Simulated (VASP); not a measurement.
# MoSe (Fm-3m) in VASP: notebook

Runs on MoSe. Level: PBEsol. Tasks: single point.

Program: VASP 6.6.1. These are calculated values, not measurements. Logs are shortened: lines on timing, memory, paths and dates and some standing lists are left out, and cuts for length are marked.

## 1. The cell of the first run

Symmetry: Fm-3m, No. 225, cubic system. The conventional cell has a = 5.217 Å, b = 5.217 Å, c = 5.217 Å, α = 90.00°, β = 90.00°, γ = 90.00°. Within 3.4 Å of Mo (site symmetry m-3m) lie 6 Se at 2.61 Å. Within 3.4 Å of Se (site symmetry m-3m) lie 6 Mo at 2.61 Å.

## 2. Single point, PBEsol, collinear spin

The input, INCAR:

```
PREC = Accurate
ENCUT = 520
EDIFF = 1E-6
ISMEAR = 0
SIGMA = 0.1
LREAL = F
LASPH = T
NELM = 150
ALGO = Normal
ISIF = 2
LWAVE = F
LCHARG = F
ISPIN = 2
MAGMOM = 3.5 0
LORBIT = 11
LMAXMIX = 4
GGA = PS
NBANDS = 21
```

The input, KPOINTS:

```
Automatic mesh
0
Gamma
  14 14 14
```

The input, POSCAR:

```
MoSe
1.0
    0.0000000000      2.6087351781      2.6087351781
    2.6087351781      0.0000000000      2.6087351781
    2.6087351781      2.6087351781      0.0000000000
Mo Se
1 1
Direct
    0.0000000000      0.0000000000      0.0000000000
    0.5000000000      0.5000000000      0.5000000000
```

Potentials or basis: VASP PAW PBE potentials, release 64 (Mo_sv, Se).

On the command line:

```sh
cat potpaw_PBE.64/Mo_sv/POTCAR potpaw_PBE.64/Se/POTCAR > POTCAR
mpirun -np 1 vasp_std > vasp.out
```

OUTCAR:

```text
PREC = Accurate
   ENCUT = 520
   EDIFF = 1E-6
   ISMEAR = 0
   LREAL = F
   LASPH = T
   NELM = 150
   ISIF = 2
   ISPIN = 2
   LORBIT = 11
   GGA = PS

 ion  position               nearest neighbor table
   1  0.000  0.000  0.000-   2 2.61   2 2.61   2 2.61   2 2.61   2 2.61   2 2.61
   2  0.500  0.500  0.500-   1 2.61   1 2.61   1 2.61   1 2.61   1 2.61   1 2.61

  LATTYP: Found a face centered cubic cell.
 ALAT       =     5.2174703562

  Lattice vectors:

 A1 = (   0.0000000000,   2.6087351781,   2.6087351781)
 A2 = (   2.6087351781,   0.0000000000,   2.6087351781)
 A3 = (   2.6087351781,   2.6087351781,   0.0000000000)

Analysis of symmetry for initial positions (statically):
=====================================================================
 Subroutine PRICEL returns:
 Original cell was already a primitive cell.

 Routine SETGRP: Setting up the symmetry group for a
 face centered cubic supercell.

 Subroutine GETGRP returns: Found 48 space group operations
 (whereof 48 operations were pure point group operations)
 out of a pool of 48 trial point group operations.

The static configuration has the point symmetry O_h .

Analysis of symmetry for dynamics (positions and initial velocities):
=====================================================================
 Subroutine PRICEL returns:
 Original cell was already a primitive cell.

 Routine SETGRP: Setting up the symmetry group for a
 face centered cubic supercell.

 Subroutine GETGRP returns: Found 48 space group operations
 (whereof 48 operations were pure point group operations)
 out of a pool of 48 trial point group operations.

The dynamic configuration has the point symmetry O_h .

Analysis of structural, dynamic, and magnetic symmetry:
=====================================================================
 Subroutine PRICEL returns:
 Original cell was already a primitive cell.

 Routine SETGRP: Setting up the symmetry group for a
 face centered cubic supercell.

 Subroutine GETGRP returns: Found 48 space group operations
 (whereof 48 operations were pure point group operations)
 out of a pool of 48 trial point group operations.

The overall configuration has the point symmetry O_h .

 Subroutine INISYM returns: Found 48 space group operations
 (whereof 48 operations are pure point group operations),
 and found     1 'primitive' translations

----------------------------------------------------------------------------------------

                                     Primitive cell

  volume of cell :      35.5075

  direct lattice vectors                    reciprocal lattice vectors
     0.000000000  2.608735178  2.608735178    -0.191663763  0.191663763  0.191663763
     2.608735178  0.000000000  2.608735178     0.191663763 -0.191663763  0.191663763
     2.608735178  2.608735178  0.000000000     0.191663763  0.191663763 -0.191663763

  length of vectors
     3.689308670  3.689308670  3.689308670     0.331971375  0.331971375  0.331971375

  position of ions in fractional coordinates (direct lattice)
     0.000000000  0.000000000  0.000000000
     0.500000000  0.500000000  0.500000000

  ion indices of the primitive-cell ions
   primitive index   ion index
                 1           1
                 2           2

----------------------------------------------------------------------------------------

 KPOINTS: Automatic mesh

Automatic generation of k-mesh.
 Grid dimensions read from file:
 generate k-points for:   14   14   14

 Generating k-lattice:

  Cartesian coordinates                     Fractional coordinates (reciprocal lattice)
    -0.013690269  0.013690269  0.013690269     0.071428571  0.000000000  0.000000000
     0.013690269 -0.013690269  0.013690269     0.000000000  0.071428571  0.000000000
     0.013690269  0.013690269 -0.013690269     0.000000000  0.000000000  0.071428571

  Length of vectors
     0.023712241  0.023712241  0.023712241

  Shift w.r.t. Gamma in fractional coordinates (k-lattice)
     0.000000000  0.000000000  0.000000000

 Subroutine IBZKPT returns following result:
 ===========================================

 Found    104 irreducible k-points:

 Following reciprocal coordinates:
            Coordinates               Weight
  0.000000  0.000000  0.000000      1.000000
  0.071429  0.000000  0.000000      8.000000
  0.142857  0.000000  0.000000      8.000000
  0.214286  0.000000  0.000000      8.000000
  0.285714  0.000000  0.000000      8.000000
  0.357143  0.000000  0.000000      8.000000
[... 16 lines left out ...]
  0.214286  0.142857  0.000000     24.000000
  0.285714  0.142857  0.000000     24.000000
 [... further k-points ...]
   k-points           NKPTS =    104   k-points in BZ     NKDIM =    104   number of bands    NBANDS=     21
   number of dos      NEDOS =    301   number of ions     NIONS =      2
   total plane-waves  NPLWV =  21952
   dimension x,y,z NGX =    28 NGY =   28 NGZ =   28
   dimension x,y,z NGXF=    56 NGYF=   56 NGZF=   56
   ions per type =               1   1
   NGX,Y,Z   is equivalent  to a cutoff of  12.62, 12.62, 12.62 a.u.
   NGXF,Y,Z  is equivalent  to a cutoff of  25.23, 25.23, 25.23 a.u.
 SYSTEM =  unknown system
   PREC   = accura    normal or accurate (medium, high low for compatibility)
   ISTART =      0    job   : 0-new  1-cont  2-samecut
   ICHARG =      2    charge: 1-file 2-atom 10-const
   ISPIN  =      2    spin polarized calculation?
   LNONCOLLINEAR =      F non collinear calculations
   LSORBIT =      F    spin-orbit coupling
   LASPH  =      T    aspherical Exc in radial PAW
   ENCUT  =  520.0 eV  38.22 Ry    6.18 a.u.   6.86  6.86  6.86*2*pi/ulx,y,z
   NELM   =    150;   NELMIN=  2; NELMDL= -5     # of ELM steps
   EDIFF  = 0.1E-05   stopping-criterion for ELM
   LREAL  =      F    real-space projection
   EDIFFG = 0.1E-04   stopping-criterion for IOM
   NSW    =      0    number of steps for IOM
   IBRION =     -1    ionic relax: 0-MD 1-quasi-New 2-CG
   NFREE  =      0    steps in history (QN), initial steepest desc. (CG)
   ISIF   =      2    stress and relaxation
   ISYM   =      2    0-nonsym 1-usesym 2-fastsym
   POTIM  = 0.5000    time-step for ionic-motion
   TEBEG  =    0.0;   TEEND  =   0.0 temperature during run
   PSTRESS=    0.0 pullay stress
   NELECT =      20.0000    total number of electrons
   NUPDOWN=      -1.0000    fix difference up-down
   EMIN   =  10.00;   EMAX   =-10.00  energy-range for DOS
   EFERMI =   0.00;   METHOD = LEGACY
   ISMEAR =     0;   SIGMA  =   0.10  broadening in eV -4-tet -1-fermi 0-gaus
   EFERMI_NEDOS =   21; number of points for ismear=-14 and -15
   IALGO  =     38    algorithm
   IMIX   =      4    mixing-type and parameters
     AMIX     =   0.40;   BMIX     =  1.00
     AMIX_MAG =   1.60;   BMIX_MAG =  1.00
  volume/ion in A,a.u.               =      17.75       119.81
  Fermi-wavevector in a.u.,A,eV,Ry     =   1.352005  2.554918 24.870313  1.827916
  Thomas-Fermi vector in A             =   2.479379
   LORBIT       =     11    0 simple, 1 ext, 2 COOP (PROOUT), +10 PAW based schemes
   GGA     = PS    functional components
   LHFCALC =     F    Hartree Fock is set to
   AEXX    =    0.0000 exact exchange contribution
   IVDW    =     0    specifies the selected vdW correction
   LEPSILON=     F    determine dielectric tensor
   LRPA    =     F    only Hartree local field effects (RPA)
 spin polarized calculation
 Gauss-broadening in eV      SIGMA  =   0.10
  energy-cutoff  :      520.00
  volume of cell :       35.51
 maximum number of plane-waves:       982
   NGX = 13   NGY = 13   NGZ = 13

 number of electron      20.0000001 magnetization       0.0020312

 Free energy of the ion-electron system (eV)
  ---------------------------------------------------
  ext. energy  EPLUGINS =         0.00000000
  ---------------------------------------------------
  free energy    TOTEN  =       -14.57723301 eV

  energy without entropy =      -14.56279846  energy(sigma->0) =      -14.57001573

 E-fermi :   9.5053     XC(G=0): -11.9263

 val. band max:        9.4665882944   @ k =  -0.4286   0.2143   0.0000
 cond. band min:       9.5078627652   @ k =   0.5000   0.3571   0.0000
 fundamental gap:      0.0412744707
 Fermi energy:         9.5053199089

 spin component 1

 k-point     1 :       0.0000    0.0000    0.0000
  band No.  band energies     occupation
      1     -51.6719      1.00000
      2     -25.8004      1.00000
      3     -25.8004      1.00000
      4     -25.8004      1.00000
      5      -6.4671      1.00000
      6       7.2467      1.00000
[... 13 lines left out ...]
     20      24.3700      0.00000
     21      24.3700      0.00000
[... 529 lines left out ...]
 k-point    24 :       0.2857    0.1429    0.0000
  band No.  band energies     occupation
      1     -51.6672      1.00000
      2     -25.8589      1.00000
      3     -25.8150      1.00000
      4     -25.8122      1.00000
      5      -5.7117      1.00000
      6       3.3947      1.00000
[... 13 lines left out ...]
     20      24.9587      0.00000
     21      26.9963      0.00000

 [... further k-points ...]

 spin component 2

 k-point     1 :       0.0000    0.0000    0.0000
  band No.  band energies     occupation
      1     -51.6706      1.00000
      2     -25.7990      1.00000
      3     -25.7990      1.00000
      4     -25.7990      1.00000
      5      -6.4672      1.00000
      6       7.2467      1.00000
[... 13 lines left out ...]
     20      24.3709      0.00000
     21      24.3709      0.00000
[... 529 lines left out ...]
 k-point    24 :       0.2857    0.1429    0.0000
  band No.  band energies     occupation
      1     -51.6659      1.00000
      2     -25.8575      1.00000
      3     -25.8135      1.00000
      4     -25.8108      1.00000
      5      -5.7118      1.00000
      6       3.3950      1.00000
[... 13 lines left out ...]
     20      24.9592      0.00000
     21      26.9970      0.00000

 [... further k-points ...]

------------------------ aborting loop because EDIFF is reached ----------------------------------------

  FORCE on cell =-STRESS in cart. coord.  units (eV):
  Direction    XX          YY          ZZ          XY          YZ          ZX
  --------------------------------------------------------------------------------------
  -------------------------------------------------------------------------------------
  Total       -1.1862305     -1.1862305     -1.1862305     -0.0000000     -0.0000000      0.0000000
  in kB      -53.5253718    -53.5253718    -53.5253718     -0.0000000     -0.0000000      0.0000000
  external PRESSURE =     -53.5253718 kB  Pullay stress =       0.0000000 kB

 VOLUME and BASIS-vectors are now :
 -----------------------------------------------------------------------------
  energy-cutoff  :      520.00
  volume of cell :       35.51
      direct lattice vectors                 reciprocal lattice vectors
     0.000000000  2.608735178  2.608735178    -0.191663763  0.191663763  0.191663763
     2.608735178  0.000000000  2.608735178     0.191663763 -0.191663763  0.191663763
     2.608735178  2.608735178  0.000000000     0.191663763  0.191663763 -0.191663763

 POSITION                                       TOTAL-FORCE (eV/Angst)
 -----------------------------------------------------------------------------------
      0.00000      0.00000      0.00000         0.000000      0.000000      0.000000
      2.60874      2.60874      2.60874        -0.000000     -0.000000     -0.000000
 -----------------------------------------------------------------------------------
    total drift:                               -0.000000      0.000000      0.000000

  FREE ENERGIE OF THE ION-ELECTRON SYSTEM (eV)
  ---------------------------------------------------
  free  energy   TOTEN  =       -14.5772330061 eV

  energy  without entropy=      -14.5627984628  energy(sigma->0) =      -14.57001573

 total charge

# of ion       s       p       d       tot
------------------------------------------
    1        2.207   6.091   4.069  12.367
    2        1.431   2.375   0.122   3.927
--------------------------------------------------
tot          3.638   8.466   4.191  16.294

 magnetization (x)

# of ion       s       p       d       tot
------------------------------------------
    1        0.000   0.000   0.002   0.002
    2       -0.000  -0.000   0.000  -0.000
--------------------------------------------------
tot          0.000  -0.000   0.002   0.002
```

Wall time 1.7 min (1 thread of Intel Xeon 6975P-C (Granite Rapids), shared host); peak memory 0.26 GiB.

What came out:

```
Free energy                                           : -14.5772 eV
Pressure                                              : -5.4 GPa
Band gap on the k mesh                                : zero (filled and empty bands overlap)
Net moment                                            : 0.00 μB per cell
Valence electrons inside the program's atomic spheres : Mo 12.37; Se 3.93
```

Caveat: the cell stands under tension; the PAW data sets were made with another functional, which shifts forces and pressure a little.

(Continued in part 2 of 2.)
